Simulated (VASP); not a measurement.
Wanted: the native input for a VASP 6.6.1 run.

```yaml
Task: single point
Functional: PBE
Potentials_or_basis: VASP PAW PBE potentials, release 64 (Fe_sv)
Cutoff: 690 eV
k_mesh: 6 × 6 × 6
Occupations: gaussian, width 0.1 eV
Spin: no spin polarisation
Dipole_correction: no
Further_INCAR_settings: ALGO = Normal; EDIFF = 1e-06; NBANDS = 23
```

The structure of Fe lies in POSCAR:

```
Fe
1.0
    0.0000000000      2.4365235877      2.4365235877
    2.4365235877      0.0000000000      2.4365235877
    2.4365235877      2.4365235877      0.0000000000
Fe
2
Direct
    0.5000000000      0.5000000000      0.5000000000
    0.7500000000      0.7500000000      0.7500000000
```

This isn't the form of Fe at room conditions, which is bcc.

One way to write it, as run:

INCAR

```
  PREC = Accurate
  ENCUT = 690
  EDIFF = 1E-6
  ISMEAR = 0
  SIGMA = 0.1
  LREAL = F
  LASPH = T
  NELM = 120
  ALGO = Normal
  ISIF = 2
  LWAVE = F
  LCHARG = T
  GGA = PE
  LELF = T
  LVHAR = T
  NBANDS = 23
  GGA_COMPAT = F
```

KPOINTS

```
Automatic mesh
0
Gamma
  6 6 6
```

Potentials or basis: VASP PAW PBE potentials, release 64 (Fe_sv).

Launch:

```console
$ cat potpaw_PBE.64/Fe_sv/POTCAR > POTCAR
$ mpirun -np 1 vasp_std > vasp.out
```

It gave:

```yaml
Pressure: -1.2 GPa
Band_gap_on_the_k_mesh: zero (bands 16 and 17 overlap by 0.68 eV)
```

Caveat: the k points lie up to 0.37 Å⁻¹ apart, too coarse for converged energies and pressures of a metal; the run has no spin polarisation, though such a crystal can be magnetic.

Wall time 8.3 s on 1 thread of Intel(R) Xeon(R) 6975P-C (Granite Rapids), with other jobs on the host, peak memory 0.16 GiB.
